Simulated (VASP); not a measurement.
# YMn2 (Fd-3m) in VASP: single point with PBE

Aim: the single point of YMn2 with PBE.

Program: VASP 6.6.1. These are calculated values, not measurements. Logs are shortened: lines on timing, memory, paths and dates and some standing lists are left out, and cuts for length are marked.

### Step 1. The cell of the first run

The structure is cubic, space group Fd-3m (No. 227). The conventional cell has a = 7.660 Å, b = 7.660 Å, c = 7.660 Å, α = 90.00°, β = 90.00°, γ = 90.00°. Within 4.2 Å of Y (site symmetry -43m) lie 12 Mn at 3.18 Å and 4 Y at 3.32 Å. Within 3.6 Å of Mn (site symmetry -3m) lie 6 Mn at 2.71 Å and 6 Y at 3.18 Å.

### Step 2. Single point, PBE, collinear spin, zero start

INCAR reads:

```
SYSTEM = YMn2
ALGO = Normal
EDIFF = 1E-6
ENCUT = 520
GGA = PE
ISIF = 2
ISMEAR = 0
ISPIN = 2
LASPH = .TRUE.
LCHARG = .TRUE.
LELF = .TRUE.
LMAXMIX = 4
LORBIT = 11
LREAL = .FALSE.
LVHAR = .TRUE.
LWAVE = .FALSE.
MAGMOM = 0 0 0 0 0 0
NBANDS = 50
NELM = 150
NUPDOWN = 0.0
PREC = Accurate
SIGMA = 0.1
```

KPOINTS reads:

```
k-points
0
G
  8 8 8
  0 0 0
```

POSCAR reads:

```
YMn2
1.0
    0.0000000000      3.8300000000      3.8300000000
    3.8300000000      0.0000000000      3.8300000000
    3.8300000000      3.8300000000      0.0000000000
Y Mn
2 4
Direct
    0.5000000000      0.5000000000      0.5000000000
    0.7500000000      0.7500000000      0.7500000000
    0.1250000000      0.1250000000      0.1250000000
    0.6250000000      0.1250000000      0.1250000000
    0.1250000000      0.1250000000      0.6250000000
    0.1250000000      0.6250000000      0.1250000000
```

Potentials or basis: VASP PAW PBE potentials, release 64 (Y_sv, Mn_pv).

On the command line:

```
> cat potpaw_PBE.64/Y_sv/POTCAR potpaw_PBE.64/Mn_pv/POTCAR > POTCAR
> mpirun -np 1 vasp_std > vasp.out
```

OUTCAR:

```text
SYSTEM = YMn2
   EDIFF = 1E-6
   ENCUT = 520
   GGA = PE
   ISIF = 2
   ISMEAR = 0
   ISPIN = 2
   LASPH = .TRUE.
   LORBIT = 11
   LREAL = .FALSE.
   NELM = 150
   NUPDOWN = 0.0
   PREC = Accurate

 ion  position               nearest neighbor table
   1  0.500  0.500  0.500-   6 3.18   4 3.18   5 3.18   5 3.18   3 3.18   4 3.18   6 3.18   3 3.18
                             3 3.18   4 3.18   5 3.18   6 3.18   2 3.32   2 3.32   2 3.32   2 3.32
   2  0.750  0.750  0.750-   4 3.18   6 3.18   6 3.18   3 3.18   5 3.18   5 3.18   4 3.18   4 3.18
                             5 3.18   3 3.18   6 3.18   3 3.18   1 3.32   1 3.32   1 3.32   1 3.32
   3  0.125  0.125  0.125-   4 2.71   5 2.71   6 2.71   5 2.71   6 2.71   4 2.71   1 3.18   2 3.18
                             1 3.18   2 3.18   1 3.18   2 3.18
   4  0.625  0.125  0.125-   3 2.71   5 2.71   6 2.71   3 2.71   5 2.71   6 2.71   2 3.18   1 3.18
                             2 3.18   1 3.18   1 3.18   2 3.18
   5  0.125  0.125  0.625-   3 2.71   3 2.71   4 2.71   6 2.71   6 2.71   4 2.71   1 3.18   2 3.18
                             1 3.18   2 3.18   1 3.18   2 3.18
   6  0.125  0.625  0.125-   3 2.71   5 2.71   3 2.71   4 2.71   5 2.71   4 2.71   1 3.18   2 3.18
                             2 3.18   1 3.18   1 3.18   2 3.18

  LATTYP: Found a face centered cubic cell.
 ALAT       =     7.6600000000

  Lattice vectors:

 A1 = (   0.0000000000,   3.8300000000,   3.8300000000)
 A2 = (   3.8300000000,   0.0000000000,   3.8300000000)
 A3 = (   3.8300000000,   3.8300000000,   0.0000000000)

Analysis of symmetry for initial positions (statically):
=====================================================================
 Subroutine PRICEL returns:
 Original cell was already a primitive cell.

 Routine SETGRP: Setting up the symmetry group for a
 face centered cubic supercell.

 Subroutine GETGRP returns: Found 48 space group operations
 (whereof 24 operations were pure point group operations)
 out of a pool of 48 trial point group operations.

The static configuration has the point symmetry T_d .
 The point group associated with its full space group is O_h .

Analysis of symmetry for dynamics (positions and initial velocities):
=====================================================================
 Subroutine PRICEL returns:
 Original cell was already a primitive cell.

 Routine SETGRP: Setting up the symmetry group for a
 face centered cubic supercell.

 Subroutine GETGRP returns: Found 48 space group operations
 (whereof 24 operations were pure point group operations)
 out of a pool of 48 trial point group operations.

The dynamic configuration has the point symmetry T_d .
 The point group associated with its full space group is O_h .

Analysis of structural, dynamic, and magnetic symmetry:
=====================================================================
 Subroutine PRICEL returns:
 Original cell was already a primitive cell.

 Routine SETGRP: Setting up the symmetry group for a
 face centered cubic supercell.

 Subroutine GETGRP returns: Found 48 space group operations
 (whereof 24 operations were pure point group operations)
 out of a pool of 48 trial point group operations.

The overall configuration has the point symmetry T_d .
 The point group associated with its full space group is O_h .

 Subroutine INISYM returns: Found 48 space group operations
 (whereof 24 operations are pure point group operations),
 and found     1 'primitive' translations

----------------------------------------------------------------------------------------

                                     Primitive cell

  volume of cell :     112.3638

  direct lattice vectors                    reciprocal lattice vectors
     0.000000000  3.830000000  3.830000000    -0.130548303  0.130548303  0.130548303
     3.830000000  0.000000000  3.830000000     0.130548303 -0.130548303  0.130548303
     3.830000000  3.830000000  0.000000000     0.130548303  0.130548303 -0.130548303

  length of vectors
     5.416437944  5.416437944  5.416437944     0.226116293  0.226116293  0.226116293

  position of ions in fractional coordinates (direct lattice)
     0.500000000  0.500000000  0.500000000
     0.750000000  0.750000000  0.750000000
     0.125000000  0.125000000  0.125000000
     0.625000000  0.125000000  0.125000000
     0.125000000  0.125000000  0.625000000
     0.125000000  0.625000000  0.125000000

  ion indices of the primitive-cell ions
   primitive index   ion index
                 1           1
                 2           2
                 3           3
                 4           4
                 5           5
                 6           6

----------------------------------------------------------------------------------------

 KPOINTS: k-points

Automatic generation of k-mesh.
 Grid dimensions read from file:
 generate k-points for:    8    8    8

 Generating k-lattice:

  Cartesian coordinates                     Fractional coordinates (reciprocal lattice)
    -0.016318538  0.016318538  0.016318538     0.125000000  0.000000000  0.000000000
     0.016318538 -0.016318538  0.016318538     0.000000000  0.125000000  0.000000000
     0.016318538  0.016318538 -0.016318538     0.000000000  0.000000000  0.125000000

  Length of vectors
     0.028264537  0.028264537  0.028264537

  Shift w.r.t. Gamma in fractional coordinates (k-lattice)
     0.000000000  0.000000000  0.000000000

 Subroutine IBZKPT returns following result:
 ===========================================

 Found     29 irreducible k-points:

 Following reciprocal coordinates:
            Coordinates               Weight
  0.000000  0.000000  0.000000      1.000000
  0.125000  0.000000  0.000000      8.000000
  0.250000  0.000000  0.000000      8.000000
  0.375000  0.000000  0.000000      8.000000
  0.500000  0.000000  0.000000      4.000000
  0.125000  0.125000  0.000000      6.000000
[... 16 lines left out ...]
  0.500000  0.250000  0.125000     48.000000
 -0.375000  0.250000  0.125000     24.000000
 [... further k-points ...]
   k-points           NKPTS =     29   k-points in BZ     NKDIM =     29   number of bands    NBANDS=     50
   number of dos      NEDOS =    301   number of ions     NIONS =      6
   total plane-waves  NPLWV =  64000
   dimension x,y,z NGX =    40 NGY =   40 NGZ =   40
   dimension x,y,z NGXF=    80 NGYF=   80 NGZF=   80
   ions per type =               2   4
   NGX,Y,Z   is equivalent  to a cutoff of  12.28, 12.28, 12.28 a.u.
   NGXF,Y,Z  is equivalent  to a cutoff of  24.55, 24.55, 24.55 a.u.
 SYSTEM =  YMn2
   PREC   = accura    normal or accurate (medium, high low for compatibility)
   ISTART =      0    job   : 0-new  1-cont  2-samecut
   ICHARG =      2    charge: 1-file 2-atom 10-const
   ISPIN  =      2    spin polarized calculation?
   LNONCOLLINEAR =      F non collinear calculations
   LSORBIT =      F    spin-orbit coupling
   LASPH  =      T    aspherical Exc in radial PAW
   ENCUT  =  520.0 eV  38.22 Ry    6.18 a.u.  10.07 10.07 10.07*2*pi/ulx,y,z
   NELM   =    150;   NELMIN=  2; NELMDL= -5     # of ELM steps
   EDIFF  = 0.1E-05   stopping-criterion for ELM
   LREAL  =      F    real-space projection
[... 7 lines left out ...]
   TEBEG  =    0.0;   TEEND  =   0.0 temperature during run
   PSTRESS=    0.0 pullay stress
   NELECT =      74.0000    total number of electrons
   NUPDOWN=       0.0000    fix difference up-down
   EMIN   =  10.00;   EMAX   =-10.00  energy-range for DOS
   EFERMI =   0.00;   METHOD = LEGACY
   ISMEAR =     0;   SIGMA  =   0.10  broadening in eV -4-tet -1-fermi 0-gaus
   EFERMI_NEDOS =   21; number of points for ismear=-14 and -15
   IALGO  =     38    algorithm
   IMIX   =      4    mixing-type and parameters
     AMIX     =   0.40;   BMIX     =  1.00
     AMIX_MAG =   1.60;   BMIX_MAG =  1.00
  volume/ion in A,a.u.               =      18.73       126.38
  Fermi-wavevector in a.u.,A,eV,Ry     =   1.424328  2.691589 27.602273  2.028710
  Thomas-Fermi vector in A             =   2.544831
   LORBIT       =     11    0 simple, 1 ext, 2 COOP (PROOUT), +10 PAW based schemes
   GGA     = PE    functional components
   LHFCALC =     F    Hartree Fock is set to
   AEXX    =    0.0000 exact exchange contribution
   IVDW    =     0    specifies the selected vdW correction
   LEPSILON=     F    determine dielectric tensor
   LRPA    =     F    only Hartree local field effects (RPA)
 spin polarized calculation
 Gauss-broadening in eV      SIGMA  =   0.10
  energy-cutoff  :      520.00
  volume of cell :      112.36
 maximum number of plane-waves:      3044
   NGX = 21   NGY = 21   NGZ = 21

 number of electron      74.0000068 magnetization      -0.0000000

 number of electron      74.0000068 magnetization       0.0000000

 Free energy of the ion-electron system (eV)
  ---------------------------------------------------
  ext. energy  EPLUGINS =         0.00000000
  ---------------------------------------------------
  free energy    TOTEN  =       -46.78721229 eV

  energy without entropy =      -46.72786252  energy(sigma->0) =      -46.75753740

 E-fermi :   5.2684     XC(G=0): -11.2872

 val. band max:        5.2586977363   @ k =   0.1250   0.0000   0.0000
 cond. band min:       5.2724277559   @ k =   0.2500   0.2500   0.0000
 fundamental gap:      0.0137300196
 Fermi energy:         5.2684139464

 spin component 1

 k-point     1 :       0.0000    0.0000    0.0000
  band No.  band energies     occupation
      1     -42.7570      1.00000
      2     -42.5731      1.00000
      3     -42.5731      1.00000
      4     -42.5731      1.00000
      5     -42.4636      1.00000
      6     -42.4636      1.00000
[... 41 lines left out ...]
     48       7.6742      0.00000
     49       7.6742      0.00000

 k-point     2 :       0.1250    0.0000    0.0000
  band No.  band energies     occupation
      1     -42.7508      1.00000
      2     -42.5747      1.00000
      3     -42.5711      1.00000
      4     -42.5711      1.00000
      5     -42.4622      1.00000
      6     -42.4622      1.00000
[... 1136 lines left out ...]
 k-point    24 :      -0.3750    0.2500    0.1250
  band No.  band energies     occupation
      1     -42.6896      1.00000
      2     -42.6120      1.00000
      3     -42.5531      1.00000
      4     -42.5491      1.00000
      5     -42.4559      1.00000
      6     -42.4499      1.00000
[... 41 lines left out ...]
     48       7.4860      0.00000
     49       8.2766      0.00000

 [... further k-points ...]

 spin component 2

 k-point     1 :       0.0000    0.0000    0.0000
  band No.  band energies     occupation
      1     -42.7570      1.00000
      2     -42.5731      1.00000
      3     -42.5731      1.00000
      4     -42.5731      1.00000
      5     -42.4636      1.00000
      6     -42.4636      1.00000
[... 41 lines left out ...]
     48       7.6742      0.00000
     49       7.6742      0.00000

 k-point     2 :       0.1250    0.0000    0.0000
  band No.  band energies     occupation
      1     -42.7508      1.00000
      2     -42.5747      1.00000
      3     -42.5711      1.00000
      4     -42.5711      1.00000
      5     -42.4622      1.00000
      6     -42.4622      1.00000
[... 1136 lines left out ...]
 k-point    24 :      -0.3750    0.2500    0.1250
  band No.  band energies     occupation
      1     -42.6896      1.00000
      2     -42.6120      1.00000
      3     -42.5531      1.00000
      4     -42.5491      1.00000
      5     -42.4559      1.00000
      6     -42.4499      1.00000
[... 41 lines left out ...]
     48       7.4860      0.00000
     49       8.2766      0.00000

 [... further k-points ...]

 [bands above 49 left out]

------------------------ aborting loop because EDIFF is reached ----------------------------------------

  FORCE on cell =-STRESS in cart. coord.  units (eV):
  Direction    XX          YY          ZZ          XY          YZ          ZX
  --------------------------------------------------------------------------------------
  -------------------------------------------------------------------------------------
  Total      -12.1129349    -12.1129349    -12.1129349      0.0000000     -0.0000000      0.0000000
  in kB     -172.7164275   -172.7164275   -172.7164275      0.0000000     -0.0000000      0.0000000
  external PRESSURE =    -172.7164275 kB  Pullay stress =       0.0000000 kB

 VOLUME and BASIS-vectors are now :
 -----------------------------------------------------------------------------
  energy-cutoff  :      520.00
  volume of cell :      112.36
      direct lattice vectors                 reciprocal lattice vectors
     0.000000000  3.830000000  3.830000000    -0.130548303  0.130548303  0.130548303
     3.830000000  0.000000000  3.830000000     0.130548303 -0.130548303  0.130548303
     3.830000000  3.830000000  0.000000000     0.130548303  0.130548303 -0.130548303

 POSITION                                       TOTAL-FORCE (eV/Angst)
 -----------------------------------------------------------------------------------
      3.83000      3.83000      3.83000        -0.000000     -0.000000     -0.000000
      5.74500      5.74500      5.74500        -0.000000      0.000000      0.000000
      0.95750      0.95750      0.95750         0.000000      0.000000      0.000000
      0.95750      2.87250      2.87250         0.000000      0.000000      0.000000
      2.87250      2.87250      0.95750         0.000000      0.000000      0.000000
      2.87250      0.95750      2.87250         0.000000      0.000000      0.000000
 -----------------------------------------------------------------------------------
    total drift:                                0.000000     -0.000000      0.000000

  FREE ENERGIE OF THE ION-ELECTRON SYSTEM (eV)
  ---------------------------------------------------
  free  energy   TOTEN  =       -46.7872122860 eV

  energy  without entropy=      -46.7278625159  energy(sigma->0) =      -46.75753740

 total charge

# of ion       s       p       d       f       tot
--------------------------------------------------
    1        2.245   6.375   0.978   0.027   9.624
    2        2.245   6.375   0.978   0.027   9.624
    3        0.355   6.217   4.985   0.000  11.557
    4        0.355   6.217   4.985   0.000  11.557
    5        0.355   6.217   4.985   0.000  11.557
    6        0.355   6.217   4.985   0.000  11.557
--------------------------------------------------
tot          5.909  37.616  21.896   0.054  65.475

 magnetization (x)

# of ion       s       p       d       f       tot
--------------------------------------------------
    1        0.000   0.000   0.000   0.000   0.000
    2        0.000   0.000   0.000   0.000   0.000
    3        0.000   0.000  -0.000   0.000  -0.000
    4        0.000   0.000  -0.000   0.000  -0.000
    5        0.000   0.000  -0.000   0.000  -0.000
    6        0.000   0.000  -0.000   0.000  -0.000
--------------------------------------------------
tot          0.000   0.000  -0.000   0.000  -0.000
```

Wall time 8.7 min (1 thread of Intel Xeon Platinum 8259CL at 2.50GHz (Skylake/Cascade Lake), shared host); peak memory 0.45 GiB.

What came out:

* Free energy: -46.7872 eV
* Pressure: -17.3 GPa
* Net moment: 0.00 μB per cell
* Valence electrons inside the program's atomic spheres: Y 9.62; Mn 11.56

Caveat: the cell stands under tension; the total moment is fixed, so each spin has its own Fermi level.
